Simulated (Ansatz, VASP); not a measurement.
## Two plane-wave programs on CsPbCl3

The input INCAR:

```
SYSTEM = CsPbCl3
PREC = Accurate ; ENCUT = 520
EDIFF = 1E-7 ; ISMEAR = 0
SIGMA = 0.05 ; LREAL = .FALSE.
LASPH = .TRUE. ; NELM = 100
ALGO = Normal ; ISIF = 2
LWAVE = .FALSE. ; LCHARG = .TRUE.
GGA = PE ; LELF = .TRUE.
LVHAR = .TRUE. ; NBANDS = 30
```

KPOINTS

```
regular mesh
0
G
  6 6 6
  0 0 0
```

Contents of POSCAR:

```
CsPbCl3
1.0
    5.6285321145      0.0000000000      0.0000000000
    0.0000000000      5.6285321145      0.0000000000
    0.0000000000      0.0000000000      5.6285321145
Cs Pb Cl
1 1 3
Direct
    0.0000000000      0.0000000000      0.0000000000
    0.5000000000      0.5000000000      0.5000000000
    0.0000000000      0.5000000000      0.5000000000
    0.5000000000      0.5000000000      0.0000000000
    0.5000000000      0.0000000000      0.5000000000
```

Input for Ansatz:

```yaml
crystal:
  lattice:
    - [5.6285321145, 0.0, 0.0]
    - [0.0, 5.6285321145, 0.0]
    - [0.0, 0.0, 5.6285321145]
  atoms:
    - { symbol: Cs, position: [0.0, 0.0, 0.0] }
    - { symbol: Pb, position: [0.5, 0.5, 0.5] }
    - { symbol: Cl, position: [0.0, 0.5, 0.5] }
    - { symbol: Cl, position: [0.5, 0.5, 0.0] }
    - { symbol: Cl, position: [0.5, 0.0, 0.5] }
basis:
  ecutwfc: 420
  ecutrho_ratio: 4
kpoints:
  mp_grid: { grid: [6, 6, 6] }
hamiltonian:
  xc: pbe
scf:
  occupations: { method: gaussian, width: 0.05 }
output:
  forces: true
  stress: true
  eigenvalues: true
```

Alike in both runs: task single point; functional PBE; k mesh 6 × 6 × 6; occupations gaussian, width 0.05 eV; no spin polarisation.

```csv
,VASP,Ansatz
version,VASP 6.6.1,Ansatz 0.2.0
potentials or method,"VASP PAW PBE potentials, release 64 (Cs_sv, Pb_d, Cl), cutoff 520 eV","scalar-relativistic, plane waves, PAW"
valence electrons in the cell,44,44
```

Ansatz gave:

* gap on the k mesh at the Fermi level (eV): 1.99
* least direct gap on the mesh (eV): 1.99
* pressure (GPa): 1.4

Q: Estimate VASP's values.

A: gap on the k mesh at the Fermi level (eV): 2.00; least direct gap on the mesh (eV): 2.00; pressure (GPa): 1.4.

Spin-orbit coupling is off throughout.
